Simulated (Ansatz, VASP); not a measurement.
## One calculation of FeC2, two programs

```xyz
6
Lattice="0.0000 2.9720 2.9720 2.9720 0.0000 2.9720 2.9720 2.9720 0.0000" Properties=species:S:1:pos:R:3 pbc="T T T"
Fe    0.0000    0.0000    0.0000
Fe    1.4860    1.4860    1.4860
C     3.7150    3.7150    3.7150
C     3.7150    2.2290    2.2290
C     2.2290    2.2290    3.7150
C     2.2290    3.7150    2.2290
```

Alike in both runs: task relaxation of cell and atoms; functional PBE; k mesh 6 × 6 × 6; occupations gaussian, width 0.1 eV; collinear spin.

```csv
,VASP,Ansatz
version,VASP 6.6.1,Ansatz 0.2.0
potentials or method,"VASP PAW PBE potentials, release 64 (Fe, C), cutoff 600 eV","scalar-relativistic, plane waves, PAW"
valence electrons in the cell,32,48
```

|  | VASP | Ansatz | Ansatz less VASP |
| --- | --- | --- | --- |
| gap on the k mesh at the Fermi level, each at its own relaxed structure (eV) | none | none | - |
| net moment per atom (μB) | 0.82 | 0.83 | +0.005 |
| relaxed volume (Å³/atom) | 8.13 | 8.15 | +0.016 |
| relaxed cell length with the largest relative difference (Å) | 4.102 | 4.105 | +0.0027 |

A gap of «none» marks a metal or a gap that the smearing closes. VASP's potentials hold 32 valence electrons a cell and Ansatz's 48, so a difference there can come from the potentials and not from the codes.
